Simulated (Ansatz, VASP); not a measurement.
## SiC3: VASP beside Ansatz

```xyz
4
Lattice="2.5113 0.0000 0.0000 -1.2557 2.1749 0.0000 0.0000 0.0000 6.7203" Properties=species:S:1:pos:R:3 pbc="T T T"
Si    1.2557    0.7250    3.3601
C     0.0000    1.4499    5.8609
C     0.0000    1.4499    0.8594
C     1.2557    0.7250    0.0000
```

Alike in both runs: functional PBE; k mesh 24 × 24 × 8; occupations gaussian, width 0.1 eV; no spin polarisation.

Ansatz relaxed the structure, and its values are those at the end. VASP's run is a single point on that final structure, the one shown.

|  | VASP | Ansatz |
| --- | --- | --- |
| version | VASP 6.6.1 | Ansatz 0.2.0 |
| potentials or method | VASP PAW PBE potentials, release 64 (Si, C), cutoff 520 eV | scalar-relativistic, plane waves, PAW |
| valence electrons in the cell | 16 | 16 |

VASP gave:

| Item | Value |
| --- | --- |
| gap on the k mesh at the Fermi level (eV) | none |
| pressure (GPa) | 0.2 |
| rms of the force components (eV/Å) | 0.016 |

Task: Which values does Ansatz return?

Result: gap on the k mesh at the Fermi level (eV): none; pressure (GPa): 0.0; rms of the force components (eV/Å): 0.000.

A gap of «none» marks a metal or a gap that the smearing closes.
